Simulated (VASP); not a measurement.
A run of VASP 6.6.1 is set up as follows.

Contents of INCAR:

```
SYSTEM = SnGe15
  ALGO = Normal
  EDIFF = 1E-6
  ENCUT = 500
  GGA = PS
  GGA_COMPAT = .False.
  ISIF = 2
  ISMEAR = -1
  ISPIN = 2
  LASPH = .True.
  LCHARG = .False.
  LORBIT = 11
  LREAL = .False.
  LWAVE = .False.
  MAGMOM = 0.5 0.5 0.5 0.5 0.5 0.5 0.5 0.5 0.5 0.5 0.5 0.5 0.5 0.5 0.5 0.5
  NBANDS = 130
  NELM = 200
  PREC = Accurate
  SIGMA = 0.05
```

Contents of KPOINTS:

```
Automatic mesh
0
Gamma
  1 1 1
  0.5 0.5 0.5
```

File POSCAR:

```
SnGe15
1.0
    0.0000000000      5.7360660000      5.7360660000
    5.7360660000      0.0000000000      5.7360660000
    5.7360660000      5.7360660000      0.0000000000
Ge Sn
15 1
Direct
    0.9972840000      0.0023180000      0.9991430000
    0.4969240000      0.4998340000      0.4978340000
    0.6223270000      0.6306120000      0.6223660000
    0.0003500000      0.9985730000      0.5048540000
    0.4992210000      0.5009880000      0.0024860000
    0.1243340000      0.1204900000      0.6275030000
    0.6239370000      0.6263530000      0.1220440000
    0.9949900000      0.5050930000      0.9985730000
    0.5009200000      0.9997330000      0.4954430000
    0.1288770000      0.6212180000      0.1237760000
    0.6300230000      0.1290820000      0.6230710000
    0.5010050000      0.0013640000      0.9952080000
    0.0022460000      0.4975110000      0.5015520000
    0.6256490000      0.1239620000      0.1249690000
    0.1238700000      0.6234750000      0.6281330000
    0.1289670000      0.1253500000      0.1196190000
```

Potentials or basis: VASP PAW PBE potentials, release 64 (Ge_d, Sn_d).

The run is started by

```sh
$ cat potpaw_PBE.64/Ge_d/POTCAR potpaw_PBE.64/Sn_d/POTCAR > POTCAR
$ mpirun -np 1 vasp_std > vasp.out
```

(1) What does it give for the largest force?

(2) What does it give for the net moment?

(3) Predict the band gap on the k mesh.

(4) Estimate the pressure.

## Answers

(1) 1.557 eV/Å.

(2) 0.00 μB per cell.

(3) 1.14 eV (least direct gap 1.16 eV).

(4) 0.1 GPa.

Caveat: the k points lie up to 0.95 Å⁻¹ apart; the PAW data sets were made with another functional, which shifts forces and pressure a little; spin-orbit coupling is left out, which moves the levels of the heavy elements; a shifted mesh leaves out Γ, where band edges can lie.
